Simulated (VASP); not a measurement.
Write the native input for VASP 6.6.1 that does the following.

| Property | Result |
| --- | --- |
| Task | electric field gradients |
| Functional | LDA |
| Potentials or basis | VASP PAW LDA potentials, release 64 (In_d, Sb) |
| Cutoff | 520 eV |
| k mesh | 6 × 6 × 11 |
| Occupations | fermi-dirac, width 0.08 eV |
| Spin | no spin polarisation |
| Dipole correction | no |
| Further INCAR settings | ALGO = Normal; EDIFF = 1e-08; NBANDS = 26 |

The structure of InSb lies in POSCAR:

```
InSb
1.0
    5.4620658897      0.0000000000      0.0000000000
    0.0000000000      5.8240284417      0.0000000000
    0.0000000000      0.0000000000      3.1230740751
In Sb
2 2
Direct
    0.0000000000      0.0000000000      0.0000000000
    0.5000000000      0.5000000000      0.0000000000
    0.5000000000      0.0000000000      0.8350000000
    0.0000000000      0.5000000000      0.1650000000
```

This cell differs from its parent crystal: volume scaled by 1.06.

These files were run (other wordings do the same):

INCAR

```
SYSTEM = InSb
ALGO = Normal
EDIFF = 1E-8
ENCUT = 520
ISIF = 2
ISMEAR = -1
LASPH = .True.
LCHARG = .False.
LEFG = .True.
LREAL = .False.
LWAVE = .False.
NBANDS = 26
NELM = 100
PREC = Accurate
SIGMA = 0.08
```

KPOINTS

```
k-points
0
Gamma
  6 6 11
  0 0 0
```

Potentials or basis: VASP PAW LDA potentials, release 64 (In_d, Sb).

Run with:

```sh
$ cat potpaw_LDA.64/In_d/POTCAR potpaw_LDA.64/Sb/POTCAR > POTCAR
$ mpirun -np 1 vasp_std > vasp.out
```

Results of the run:

```
Pressure               : 6.1 GPa
Largest force          : 0.470 eV/Å
Band gap on the k mesh : zero (band 18 reaches 10.03 eV, above the bottom of band 19 at 7.01 eV)
```

Caveat: without QUAD_EFG the Cq values of the log hold for a quadrupole moment of 1 mb, not for the nuclei; spin-orbit coupling is left out, which moves the levels of the heavy elements.

Wall time 3.3 min on 1 thread of Intel(R) Xeon(R) Platinum 8375C CPU @ 2.90GHz (Ice Lake), on a shared host, peak memory 0.33 GiB.
